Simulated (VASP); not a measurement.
**SiW (CsCl type): single point with PBE**

SiW (CsCl type):

```
CELL_PARAMETERS angstrom
3.07250 0.00000 0.00000
0.00000 3.07250 0.00000
0.00000 0.00000 3.02652
ATOMIC_POSITIONS crystal
W 0.00000 0.00000 0.00000
Si 0.50000 0.50000 0.50000
```

This cell differs from its parent crystal: z stretched by -1 % at fixed volume.

| Quantity | Value |
| --- | --- |
| Program | VASP 6.6.1 |
| Task | single point |
| Functional | PBE |
| Potentials or basis | VASP PAW PBE potentials, release 64 (W_sv, Si) |
| Cutoff | 520 eV |
| k mesh | 11 × 11 × 11 |
| Occupations | fermi-dirac, width 0.03 eV |
| Spin | no spin polarisation |

```json
{
  "Pressure": "0.2 GPa",
  "Band gap on the k mesh": "zero (band 9 reaches 13.64 eV, above the bottom of band 10 at 10.77 eV)"
}
```

Stress tensor (GPa, compression positive):
```
 0.71  0.00  0.00
 0.00  0.71  0.00
 0.00  0.00 -0.71
```

Levels at points of the mesh, in eV from the Fermi level:
```csv
k point,band 6,band 7,band 8,band 9,band 10,band 11,band 12,band 13
"(0.00, 0.00, 0.00)",-3.69,-3.67,1.69,1.85,1.85,2.31,2.31,2.70
```

Wall time 24 s on 1 thread of Intel Xeon 6975P-C (shared host), peak memory 0.18 GiB.

Caveat: spin-orbit coupling is left out, which moves the levels of the heavy elements.
